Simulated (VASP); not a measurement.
CeBS2: single point with LDA

Crystal: CeBS2.

```
CELL_PARAMETERS angstrom
3.82092 0.00000 0.00000
-1.91046 3.30902 0.00000
0.00000 -2.20601 6.49767
ATOMIC_POSITIONS crystal
Ce 0.50000 0.00000 0.50000
B 0.00000 0.00000 0.00000
S 0.24146 0.48292 0.72438
S 0.75854 0.51708 0.27562
```

```yaml
Program: VASP 6.6.1
Task: single point
Functional: LDA
Potentials_or_basis: VASP PAW LDA potentials, release 64 (Ce, B, S)
Cutoff: 520 eV
k_mesh: 6 × 6 × 6
Occupations: fermi-dirac, width 0.1 eV
Spin: no spin polarisation
```

| Property | Result |
| --- | --- |
| Pressure | 5.2 GPa |
| Largest force | 1.629 eV/Å |
| Band gap on the k mesh | zero (an odd number of electrons rules out a gap without spin polarisation) |

Forces in eV/Å, atoms in the order of the input:
```
Ce   0.000  0.000  0.000
B    0.000  0.000  0.000
S    0.000  0.000  1.629
S    0.000  0.000 -1.629
```

Stress tensor (GPa, compression positive):
```
7.38 0.00 0.00
0.00 7.38 0.00
0.00 0.00 0.83
```

Levels at points of the mesh, in eV from the Fermi level:
```
           k point  band 11  band 12  band 13  band 14  band 15  band 16
(0.00, 0.00, 0.00)    -2.60    -2.60    -2.52     0.26     0.46     0.46
(0.50, 0.00, 0.00)    -2.62    -2.46    -1.41     0.31     0.33     0.50
(0.00, 0.50, 0.00)    -3.52    -3.07    -2.96     0.14     0.27     0.30
(0.00, 0.00, 0.50)    -2.54    -2.54    -1.14     0.24     0.49     0.49
```

Wall time 40 s on 1 thread of Intel(R) Xeon(R) 6975P-C (Granite Rapids), on a shared host, peak memory 0.21 GiB.

Caveat: the cell stands under pressure; spin-orbit coupling is left out, which moves the levels of the heavy elements; the run has no spin polarisation, though such a crystal can be magnetic; semilocal functionals describe open f shells poorly, which spoils levels, moments and volumes; forces of over 1 eV/Å act on the atoms, so gaps and moduli don't describe the material at rest. With open d or f shells a metallic result of LDA can be an artefact of self-interaction; +U or a hybrid may open a gap.
